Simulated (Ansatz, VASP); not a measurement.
Given: the input of a run of Ansatz 0.2.0 on C.

Contents of input.yaml:

```yaml
crystal:
  lattice:
    - [0.0, 1.806838086, 1.806838086]
    - [1.806838086, 0.0, 1.806838086]
    - [1.806838086, 1.806838086, 0.0]
  atoms:
    - { symbol: C, position: [0.75, 0.75, 0.75] }
    - { symbol: C, position: [0.5, 0.5, 0.5] }
kpoints:
  mp_grid: { grid: [13, 13, 13] }
scf:
  occupations: { method: gaussian, width: 0.05 }
hamiltonian:
  xc: lda
  pseudopotentials: { kind: all_electron, lapw: { basis_error: 0.001 } }
output:
  forces: true
  stress: true
  eigenvalues: true
```

Potentials or basis: all-electron LAPW, scalar-relativistic.

Launch:

```console
$ ansatz run input.yaml --threads 1 --pin off --max-ram 3072MiB --backend cpu --events-out ev --progress --plain --runs-dir out
```

Translate it to VASP 6.6.1. Potentials there: VASP PAW LDA potentials, release 64 (C).

As run (the cutoff follows the program's own potentials):

The input INCAR:

```
  ALGO = Normal
  EDIFF = 1E-6
  ENCUT = 520
  ISIF = 2
  ISMEAR = 0
  LASPH = True
  LCHARG = False
  LREAL = False
  LWAVE = False
  NBANDS = 11
  NELM = 80
  PREC = Accurate
  SIGMA = 0.05
```

Contents of KPOINTS:

```
k-points
0
Gamma
  13 13 13
```

POSCAR

```
C
1.0
    0.0000000000      1.8068380860      1.8068380860
    1.8068380860      0.0000000000      1.8068380860
    1.8068380860      1.8068380860      0.0000000000
C
2
Direct
    0.7500000000      0.7500000000      0.7500000000
    0.5000000000      0.5000000000      0.5000000000
```

Potentials or basis: VASP PAW LDA potentials, release 64 (C).

The run is started by

```sh
$ cat potpaw_LDA.64/C/POTCAR > POTCAR
$ mpirun -np 1 vasp_std > vasp.out
```

Both were run:

|  | VASP | Ansatz | Ansatz less VASP |
| --- | --- | --- | --- |
| gap on the k mesh at the Fermi level (eV) | 4.02 | 4.02 | +0.005 |
| least direct gap on the mesh (eV) | 5.43 | 5.44 | +0.004 |
| pressure (GPa) | -27.1 | -28.2 | -1.17 |

LDA's correlation is that of Perdew and Zunger in VASP and of Perdew and Wang (1992) in Ansatz. Ansatz ran all-electron here, and VASP with PAW potentials.
